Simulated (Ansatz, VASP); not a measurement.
# BaTiO3 in VASP and in Ansatz

```
Ba Ti O
1.0
     2.82767    1.63255    2.34091
    -2.82767    1.63255    2.34091
     0.00000   -3.26511    2.34091
Ba Ti O
1 1 3
Direct
  0.00000 0.00000 0.00000
  0.51400 0.51400 0.51400
  0.49160 0.49160 0.98150
  0.49160 0.98150 0.49160
  0.98150 0.49160 0.49160
```

Change from the starting cell: zz strain of +1 %.

Alike in both runs: task single point; functional LDA; k mesh 9 × 9 × 9; occupations fermi-dirac, width 0.05 eV; no spin polarisation.

```csv
,VASP,Ansatz
version,VASP 6.6.1,Ansatz 0.2.0
potentials or method,"VASP PAW LDA potentials, release 64 (Ba_sv, Ti_sv, O), cutoff 520 eV","all-electron LAPW, scalar-relativistic"
```

```csv
,VASP,Ansatz,Ansatz less VASP
gap on the k mesh at the Fermi level (eV),2.28,2.33,+0.051
pressure (GPa),-5.5,-7.5,-1.99
"traceless stress, the component that is largest in VASP (GPa)",-1.60,-1.49,+0.109
rms of the force components (eV/Å),0.056,0.079,+0.0232
```

LDA's correlation is that of Perdew and Zunger in VASP and of Perdew and Wang (1992) in Ansatz. Atom by atom the forces differ by 0.037 eV/Å (rms over components). Ansatz ran all-electron here, and VASP with PAW potentials.

Spin-orbit coupling is off throughout.
